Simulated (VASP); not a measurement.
Here is a VASP 6.6.1 calculation.

File INCAR:

```
ALGO = Normal
EDIFF = 1E-6
ENCUT = 520
ISIF = 2
ISMEAR = -1
LASPH = T
LCHARG = F
LREAL = F
LWAVE = F
NBANDS = 18
NELM = 60
PREC = Accurate
SIGMA = 0.1
```

The input KPOINTS:

```
k-points
0
Gamma
  6 6 6
```

File POSCAR:

```
ZnAu
1.0
    3.1470000000      0.0000000000      0.0000000000
    0.0000000000      3.1470000000      0.0000000000
    0.0000000000      0.0000000000      3.1470000000
Au Zn
1 1
Direct
    0.0044500000     -0.0030310000     -0.0105960000
    0.4851550000      0.5154480000      0.5024370000
```

Potentials or basis: VASP PAW LDA potentials, release 64 (Au, Zn).

Launch:

```bash
$ cat potpaw_LDA.64/Au/POTCAR potpaw_LDA.64/Zn/POTCAR > POTCAR
$ mpirun -np 1 vasp_std > vasp.out
```

Problem. What does it give for the band gap on the k mesh?

Solution. Zero (an odd number of electrons rules out a gap without spin polarisation).

Problem. What does it give for the pressure?

Solution. -5.7 GPa.

Problem. Estimate the largest force.

Solution. 0.282 eV/Å.

Stress tensor (GPa, compression positive):
```
-5.76 -0.35 -0.25
-0.35 -5.74  0.24
-0.25  0.24 -5.66
```

Caveat: the cell stands under tension; spin-orbit coupling is left out, which moves the levels of the heavy elements.
